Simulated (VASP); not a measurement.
# Ta (C2/m) in VASP: notebook

Ta is run at these levels: PBEsol; tasks: single point.

Everything below comes from runs of VASP 6.6.1. Logs are shortened: lines on timing, memory, paths and dates and some standing lists are left out, and cuts for length are marked.

## (1) The cell of the first run

The typed cell holds 1 atom: a = 2.888 Å, b = 2.888 Å, c = 3.495 Å, α = 90.00°, β = 51.79°, γ = 120.00°.

## (2) Single point, PBEsol

INCAR

```
SYSTEM = Ta
PREC     = Accurate       ! precision mode
ENCUT    = 520            ! plane-wave cutoff, eV
EDIFF    = 1E-6           ! SCF threshold, eV
ISMEAR   = 0              ! smearing method
SIGMA    = 0.1            ! smearing width, eV
LREAL    = .FALSE.        ! projectors in reciprocal space
LASPH    = .TRUE.         ! aspherical terms in the spheres
NELM     = 100            ! most SCF steps
ALGO     = Normal         ! electronic algorithm
ISIF     = 2              ! what is computed and relaxed
LWAVE    = .FALSE.        ! write WAVECAR
LCHARG   = .TRUE.         ! write CHGCAR
GGA      = PS             ! functional
LELF     = .TRUE.         ! ELF
LVHAR    = .TRUE.       
NBANDS   = 12             ! bands
ISYM     = 0
```

KPOINTS

```
Automatic mesh
0
G
  12 12 14
  0 0 0
```

POSCAR

```
Ta
1.0
    2.8576348909     -0.0173761594      0.4154670335
   -1.4438656410      2.5008486494      0.0000000000
    1.7800165482      1.0276930333      2.8267287599
Ta
1
Direct
    0.0000000000      0.0000000000      0.0000000000
```

Potentials or basis: VASP PAW PBE potentials, release 64 (Ta_pv).

Launch:

```console
$ cat potpaw_PBE.64/Ta_pv/POTCAR > POTCAR
$ mpirun -np 1 vasp_std > vasp.out
```

OUTCAR:

```text
SYSTEM = Ta
   PREC = Accurate
   ENCUT = 520
   EDIFF = 1E-6
   ISMEAR = 0
   LREAL = .FALSE.
   LASPH = .TRUE.
   NELM = 100
   ISIF = 2
   GGA = PS
   ISYM = 0

 ion  position               nearest neighbor table
   1  0.000  0.000  0.000-

IMPORTANT INFORMATION: All symmetrisations will be switched off!
NOSYMM: (Re-)initialisation of all symmetry stuff for point group C_1.

----------------------------------------------------------------------------------------

                                     Primitive cell

  volume of cell :      17.6644

  direct lattice vectors                    reciprocal lattice vectors
     2.857634891 -0.017376159  0.415467034     0.400196632  0.231053633 -0.336009896
    -1.443865641  2.500848649  0.000000000     0.026952012  0.415425013 -0.168004948
     1.780016548  1.027693033  2.826728760    -0.058820114 -0.033959809  0.403151887

  length of vectors
     2.887731282  2.887731282  3.494997477     0.571354335  0.448920945  0.408833118

  position of ions in fractional coordinates (direct lattice)
     0.000000000  0.000000000  0.000000000

  ion indices of the primitive-cell ions
   primitive index   ion index
                 1           1

----------------------------------------------------------------------------------------

 KPOINTS: Automatic mesh

Automatic generation of k-mesh.
 Grid dimensions read from file:
 generate k-points for:   12   12   14

 Generating k-lattice:

  Cartesian coordinates                     Fractional coordinates (reciprocal lattice)
     0.033349719  0.019254469 -0.028000825     0.083333333  0.000000000  0.000000000
     0.002246001  0.034618751 -0.014000412    -0.000000000  0.083333333  0.000000000
    -0.004201437 -0.002425701  0.028796563     0.000000000 -0.000000000  0.071428571

  Length of vectors
     0.047612861  0.037410079  0.029202366

  Shift w.r.t. Gamma in fractional coordinates (k-lattice)
     0.000000000  0.000000000  0.000000000

 Subroutine IBZKPT returns following result:
 ===========================================

 Found   1012 irreducible k-points:

 Following reciprocal coordinates:
            Coordinates               Weight
  0.000000  0.000000  0.000000      1.000000
  0.083333 -0.000000  0.000000      2.000000
  0.166667 -0.000000  0.000000      2.000000
  0.250000  0.000000 -0.000000      2.000000
  0.333333  0.000000  0.000000      2.000000
  0.416667 -0.000000  0.000000      2.000000
[... 16 lines left out ...]
 -0.250000  0.166667 -0.000000      2.000000
  0.166667  0.166667 -0.000000      2.000000
 [... further k-points ...]
   k-points           NKPTS =   1012   k-points in BZ     NKDIM =   1012   number of bands    NBANDS=     12
   number of dos      NEDOS =    301   number of ions     NIONS =      1
   total plane-waves  NPLWV =  16128
   dimension x,y,z NGX =    24 NGY =   24 NGZ =   28
   dimension x,y,z NGXF=    48 NGYF=   48 NGZF=   56
   ions per type =               1
   NGX,Y,Z   is equivalent  to a cutoff of  13.82, 13.82, 13.32 a.u.
   NGXF,Y,Z  is equivalent  to a cutoff of  27.63, 27.63, 26.64 a.u.
 SYSTEM =  Ta
   PREC   = accura    normal or accurate (medium, high low for compatibility)
   ISTART =      0    job   : 0-new  1-cont  2-samecut
   ICHARG =      2    charge: 1-file 2-atom 10-const
   ISPIN  =      1    spin polarized calculation?
   LNONCOLLINEAR =      F non collinear calculations
   LSORBIT =      F    spin-orbit coupling
   LASPH  =      T    aspherical Exc in radial PAW
   ENCUT  =  520.0 eV  38.22 Ry    6.18 a.u.   5.37  5.37  6.50*2*pi/ulx,y,z
   NELM   =    100;   NELMIN=  2; NELMDL= -5     # of ELM steps
   EDIFF  = 0.1E-05   stopping-criterion for ELM
   LREAL  =      F    real-space projection
   EDIFFG = 0.1E-04   stopping-criterion for IOM
   NSW    =      0    number of steps for IOM
   IBRION =     -1    ionic relax: 0-MD 1-quasi-New 2-CG
   NFREE  =      0    steps in history (QN), initial steepest desc. (CG)
   ISIF   =      2    stress and relaxation
   ISYM   =      0    0-nonsym 1-usesym 2-fastsym
   POTIM  = 0.5000    time-step for ionic-motion
   TEBEG  =    0.0;   TEEND  =   0.0 temperature during run
   PSTRESS=    0.0 pullay stress
   NELECT =      11.0000    total number of electrons
   NUPDOWN=      -1.0000    fix difference up-down
   EMIN   =  10.00;   EMAX   =-10.00  energy-range for DOS
   EFERMI =   0.00;   METHOD = LEGACY
   ISMEAR =     0;   SIGMA  =   0.10  broadening in eV -4-tet -1-fermi 0-gaus
   EFERMI_NEDOS =   21; number of points for ismear=-14 and -15
   IALGO  =     38    algorithm
   IMIX   =      4    mixing-type and parameters
     AMIX     =   0.40;   BMIX     =  1.00
     AMIX_MAG =   1.60;   BMIX_MAG =  1.00
  volume/ion in A,a.u.               =      17.66       119.21
  Fermi-wavevector in a.u.,A,eV,Ry     =   1.397997  2.641832 26.591181  1.954397
  Thomas-Fermi vector in A             =   2.521199
   LORBIT       =      0    0 simple, 1 ext, 2 COOP (PROOUT), +10 PAW based schemes
   GGA     = PS    functional components
   LHFCALC =     F    Hartree Fock is set to
   AEXX    =    0.0000 exact exchange contribution
   IVDW    =     0    specifies the selected vdW correction
   LEPSILON=     F    determine dielectric tensor
   LRPA    =     F    only Hartree local field effects (RPA)
 non-spin polarized calculation
 Gauss-broadening in eV      SIGMA  =   0.10
  energy-cutoff  :      520.00
  volume of cell :       17.66
 maximum number of plane-waves:       499
 NGX is ok and might be reduce to    24
   NGX = 11   NGY = 11   NGZ = 13

 number of electron      11.0000001 magnetization

 Free energy of the ion-electron system (eV)
  ---------------------------------------------------
  ext. energy  EPLUGINS =         0.00000000
  ---------------------------------------------------
  free energy    TOTEN  =       -12.43679873 eV

  energy without entropy =      -12.43220778  energy(sigma->0) =      -12.43450325

 E-fermi :   5.7020     XC(G=0): -12.8191

 val. band max:        5.6958402814   @ k =  -0.1667   0.3333  -0.0000
 cond. band min:       5.7047739021   @ k =  -0.2500   0.2500  -0.0714
 fundamental gap:      0.0089336207
 Fermi energy:         5.7019916795

 k-point     1 :       0.0000    0.0000    0.0000
  band No.  band energies     occupation
      1     -27.5556      2.00000
      2     -27.4640      2.00000
      3     -27.3676      2.00000
      4      -2.5117      2.00000
      5       4.7130      2.00000
      6       7.3249      0.00000
      7       7.3916      0.00000
      8       7.6696      0.00000
      9      10.9807      0.00000
     10      19.5480      0.00000
     11      19.9239      0.00000
     12      20.1989      0.00000

 k-point     2 :       0.0833   -0.0000    0.0000
  band No.  band energies     occupation
      1     -27.6363      2.00000
      2     -27.5503      2.00000
      3     -27.4040      2.00000
      4      -1.9639      2.00000
      5       4.8439      2.00000
      6       6.9170      0.00000
      7       7.4544      0.00000
      8       7.8277      0.00000
      9      10.6958      0.00000
     10      20.1948      0.00000
     11      20.3512      0.00000
     12      20.7928      0.00000

 k-point     3 :       0.1667   -0.0000    0.0000
  band No.  band energies     occupation
      1     -27.8613      2.00000
      2     -27.7500      2.00000
      3     -27.5040      2.00000
      4      -0.4933      2.00000
      5       5.2981      2.00000
      6       5.6633      1.41579
      7       7.7666      0.00000
      8       8.4710      0.00000
      9      10.0862      0.00000
     10      20.1899      0.00000
     11      21.6947      0.00000
     12      22.2235      0.00000

 k-point     4 :       0.2500    0.0000   -0.0000
  band No.  band energies     occupation
      1     -28.1273      2.00000
      2     -27.9954      2.00000
      3     -27.6417      2.00000
      4       1.2997      2.00000
      5       4.1231      2.00000
      6       6.2972      0.00000
      7       8.4499      0.00000
      8       9.1735      0.00000
      9       9.5421      0.00000
     10      20.1817      0.00000
     11      21.0673      0.00000
     12      22.7842      0.00000

 k-point     5 :       0.3333    0.0000    0.0000
  band No.  band energies     occupation
      1     -28.3353      2.00000
      2     -28.2276      2.00000
      3     -27.7805      2.00000
      4       2.1658      2.00000
      5       2.7986      2.00000
      6       7.8737      0.00000
      7       9.3331      0.00000
      8       9.6632      0.00000
      9      10.8200      0.00000
     10      19.8559      0.00000
     11      20.1884      0.00000
     12      22.4943      0.00000
[... 228 lines left out ...]
      1     -27.7893      2.00000
      2     -27.6190      2.00000
      3     -27.4863      2.00000
      4      -1.2109      2.00000
      5       4.8166      2.00000
      6       6.3545      0.00000
      7       7.5452      0.00000
      8       8.3116      0.00000
      9      10.1139      0.00000
     10      20.1961      0.00000
     11      21.3607      0.00000
     12      22.3410      0.00000

 k-point    22 :       0.0833    0.1667   -0.0000
  band No.  band energies     occupation
      1     -28.0477      2.00000
      2     -27.7684      2.00000
      3     -27.5289      2.00000
      4       0.0775      2.00000
      5       4.6866      2.00000
      6       5.4427      1.99975
      7       8.5411      0.00000
      8       9.0101      0.00000
      9       9.9789      0.00000
     10      20.0562      0.00000
     11      20.2799      0.00000
     12      23.7213      0.00000

 k-point    23 :      -0.2500    0.1667   -0.0000
  band No.  band energies     occupation
      1     -28.0477      2.00000
      2     -27.7684      2.00000
      3     -27.5289      2.00000
      4       0.0775      2.00000
      5       4.6866      2.00000
      6       5.4427      1.99975
      7       8.5411      0.00000
      8       9.0101      0.00000
      9       9.9789      0.00000
     10      20.0562      0.00000
     11      20.2799      0.00000
     12      23.7213      0.00000

 k-point    24 :       0.1667    0.1667   -0.0000
  band No.  band energies     occupation
      1     -28.2740      2.00000
      2     -27.9741      2.00000
      3     -27.6574      2.00000
      4       1.6453      2.00000
      5       4.3826      2.00000
      6       5.1649      2.00000
      7       8.3190      0.00000
      8      10.0336      0.00000
      9      10.7022      0.00000
     10      19.7744      0.00000
     11      20.2433      0.00000
     12      22.9016      0.00000

 [... further k-points ...]

------------------------ aborting loop because EDIFF is reached ----------------------------------------

  FORCE on cell =-STRESS in cart. coord.  units (eV):
  Direction    XX          YY          ZZ          XY          YZ          ZX
  --------------------------------------------------------------------------------------
  -------------------------------------------------------------------------------------
  Total        0.0413089      1.2011091      0.0056227     -1.0044190     -0.0471076     -0.0815886
  in kB        3.7467611    108.9418980      0.5099871    -91.1018918     -4.2727089     -7.4001750
  external PRESSURE =      37.7328821 kB  Pullay stress =       0.0000000 kB

 VOLUME and BASIS-vectors are now :
 -----------------------------------------------------------------------------
  energy-cutoff  :      520.00
  volume of cell :       17.66
      direct lattice vectors                 reciprocal lattice vectors
     2.857634891 -0.017376159  0.415467034     0.400196632  0.231053633 -0.336009896
    -1.443865641  2.500848649  0.000000000     0.026952012  0.415425013 -0.168004948
     1.780016548  1.027693033  2.826728760    -0.058820114 -0.033959809  0.403151887

 POSITION                                       TOTAL-FORCE (eV/Angst)
 -----------------------------------------------------------------------------------
      0.00000      0.00000      0.00000        -0.000000      0.000000      0.000000
 -----------------------------------------------------------------------------------
    total drift:                               -0.000000      0.000000      0.000000

  FREE ENERGIE OF THE ION-ELECTRON SYSTEM (eV)
  ---------------------------------------------------
  free  energy   TOTEN  =       -12.4367987313 eV

  energy  without entropy=      -12.4322077756  energy(sigma->0) =      -12.43450325
```

Run time: 92 s. Hardware: 1 thread of Intel Xeon 6975P-C (Granite Rapids), shared host; peak memory 0.32 GiB.

What came out:

```
Free energy : -12.4368 eV
Pressure    : 3.8 GPa
```

Caveat: the PAW data sets were made with another functional, which shifts forces and pressure a little; spin-orbit coupling is left out, which moves the levels of the heavy elements.

## (3) Single point, PBEsol

INCAR

```
SYSTEM = Ta
PREC = Accurate
ENCUT = 520
EDIFF = 1E-6
ISMEAR = 0
SIGMA = 0.1
LREAL = .False.
LASPH = .True.
NELM = 100
ALGO = Normal
ISIF = 2
LWAVE = .False.
LCHARG = .False.
GGA = PS
NBANDS = 12
```

KPOINTS

```
Automatic mesh
0
Gamma
  12 12 14
  0 0 0
```

POSCAR is that of step 2.

Potentials or basis: VASP PAW PBE potentials, release 64 (Ta_pv).

Launch:

```console
$ cat potpaw_PBE.64/Ta_pv/POTCAR > POTCAR
$ mpirun -np 1 vasp_std > vasp.out
```

OUTCAR:

```text
SYSTEM = Ta
   PREC = Accurate
   ENCUT = 520
   EDIFF = 1E-6
   ISMEAR = 0
   LREAL = .False.
   LASPH = .True.
   NELM = 100
   ISIF = 2
   GGA = PS

 ion  position               nearest neighbor table
   1  0.000  0.000  0.000-

  LATTYP: Found a base centered monoclinic cell.
 ALAT       =     4.8919795724
 B/A-ratio  =     0.5902991293
 C/A-ratio  =     0.7144341928
 COS(beta)  =    -0.6985617771

  Lattice vectors:

 A1 = (   1.0776183427,  -1.0450691927,  -2.4112617264)
 A2 = (  -0.3662472983,   1.4557794567,  -2.4112617264)
 A3 = (   1.7800165482,   1.0276930333,   2.8267287599)

Analysis of symmetry for initial positions (statically):
=====================================================================
 Subroutine PRICEL returns:
 Original cell was already a primitive cell.

 Routine SETGRP: Setting up the symmetry group for a
 base centered monoclinic supercell.

 Subroutine GETGRP returns: Found  4 space group operations
 (whereof  4 operations were pure point group operations)
 out of a pool of  4 trial point group operations.

The static configuration has the point symmetry C_2h.

Analysis of symmetry for dynamics (positions and initial velocities):
[... 170 lines left out ...]
      4      -2.5117      2.00000
      5       4.7130      2.00000
      6       7.3249      0.00000
      7       7.3916      0.00000
      8       7.6696      0.00000
      9      10.9807      0.00000
     10      19.5480      0.00000
     11      19.9239      0.00000
     12      20.1989      0.00000
[... 331 lines left out ...]
 k-point    24 :       0.2500    0.2500    0.0000
  band No.  band energies     occupation
      1     -28.4815      2.00000
      2     -28.1905      2.00000
      3     -27.9366      2.00000
      4       2.5313      2.00000
      5       4.0313      2.00000
      6       5.9877      0.00005
      7       7.0286      0.00000
      8      12.9064      0.00000
      9      14.6034      0.00000
     10      16.8512      0.00000
     11      18.9905      0.00000
     12      20.2109      0.00000

 [... further k-points ...]

------------------------ aborting loop because EDIFF is reached ----------------------------------------

  FORCE on cell =-STRESS in cart. coord.  units (eV):
  Direction    XX          YY          ZZ          XY          YZ          ZX
  --------------------------------------------------------------------------------------
  -------------------------------------------------------------------------------------
  Total        0.0412917      1.2011022      0.0056155     -1.0044253     -0.0471074     -0.0815919
  in kB        3.7452044    108.9412692      0.5093329    -91.1024645     -4.2726924     -7.4004691
  external PRESSURE =      37.7319355 kB  Pullay stress =       0.0000000 kB

 VOLUME and BASIS-vectors are now :
 -----------------------------------------------------------------------------
  energy-cutoff  :      520.00
  volume of cell :       17.66
      direct lattice vectors                 reciprocal lattice vectors
     2.857634891 -0.017376159  0.415467034     0.400196632  0.231053633 -0.336009896
    -1.443865641  2.500848649  0.000000000     0.026952012  0.415425013 -0.168004948
     1.780016548  1.027693033  2.826728760    -0.058820114 -0.033959809  0.403151887

 POSITION                                       TOTAL-FORCE (eV/Angst)
 -----------------------------------------------------------------------------------
      0.00000      0.00000      0.00000         0.000000      0.000000      0.000000
 -----------------------------------------------------------------------------------
    total drift:                                0.000000      0.000000     -0.000000

  FREE ENERGIE OF THE ION-ELECTRON SYSTEM (eV)
  ---------------------------------------------------
  free  energy   TOTEN  =       -12.4367987363 eV

  energy  without entropy=      -12.4322077820  energy(sigma->0) =      -12.43450326
```

OSZICAR:

```text
N       E                     dE             d eps       ncg     rms          rms(c)
DAV:   1     0.611254414892E+02    0.61125E+02   -0.61126E+03 13336   0.879E+02
DAV:   2    -0.118868369885E+02   -0.73012E+02   -0.71163E+02 14704   0.247E+02
DAV:   3    -0.129167820408E+02   -0.10299E+01   -0.10233E+01 16056   0.277E+01
DAV:   4    -0.129194006186E+02   -0.26186E-02   -0.26184E-02 14632   0.155E+00
DAV:   5    -0.129194089539E+02   -0.83353E-05   -0.83351E-05 15768   0.831E-02    0.144E+01
DAV:   6    -0.125554060395E+02    0.36400E+00   -0.28895E-01 15708   0.563E+00    0.705E+00
DAV:   7    -0.124385615401E+02    0.11684E+00   -0.26205E-01 15564   0.500E+00    0.360E-01
DAV:   8    -0.124368175810E+02    0.17440E-02   -0.65197E-03 14324   0.703E-01    0.101E-01
DAV:   9    -0.124368019320E+02    0.15649E-04   -0.67892E-05 15748   0.845E-02    0.279E-02
DAV:  10    -0.124367990505E+02    0.28816E-05   -0.78065E-06 14724   0.224E-02    0.558E-03
DAV:  11    -0.124367987363E+02    0.31418E-06   -0.25188E-07  7976   0.498E-03
   1 F= -.12436799E+02 E0= -.12434503E+02  d E =-.459095E-02
```

stdout:

```text
POSCAR found type information on POSCAR Ta
 POSCAR found :  1 types and       1 ions
 scaLAPACK will be used
 -----------------------------------------------------------------------------
|                                                                             |
|                                                                             |
|     You enforced a specific xc type in the INCAR file but a different       |
|     I HOPE YOU KNOW WHAT YOU ARE DOING!                                     |
|                                                                             |
 -----------------------------------------------------------------------------

 LDA part: xc-table for (Slater+PW92), standard interpolation
 POSCAR, INCAR and KPOINTS ok, starting setup
 FFT: planning ... GRIDC
 FFT: planning ... GRID_SOFT
 FFT: planning ... GRID
 WAVECAR not read
 entering main loop
```

Run time: 63 s. Hardware: 1 thread of Intel Xeon 6975P-C (Granite Rapids), shared host; peak memory 0.24 GiB.

What came out:

```yaml
Free_energy: -12.4368 eV
Pressure: 3.8 GPa
```

Stress tensor (GPa, compression positive):
```
 0.37 -9.11 -0.74
-9.11 10.89 -0.43
-0.74 -0.43  0.05
```

Levels at points of the mesh, in eV from the Fermi level:
```
           k point  band 3  band 4  band 5  band 6  band 7  band 8
(0.00, 0.00, 0.00)  -33.07   -8.21   -0.99    1.62    1.69    1.97
(0.50, 0.00, 0.00)  -33.62   -4.38   -3.96    6.49    6.91    6.93
(0.00, 0.50, 0.00)  -33.33   -4.63   -2.50    2.16    3.45    6.81
(0.00, 0.00, 0.50)  -33.17   -4.78    0.34    0.76    1.35    3.46
(0.50, 0.00, 0.50)  -33.10   -4.85    0.20    0.45    1.58    3.91
(0.00, 0.50, 0.50)  -33.33   -4.63   -2.52    2.17    3.49    6.82
```

Caveat: the PAW data sets were made with another functional, which shifts forces and pressure a little; spin-orbit coupling is left out, which moves the levels of the heavy elements.
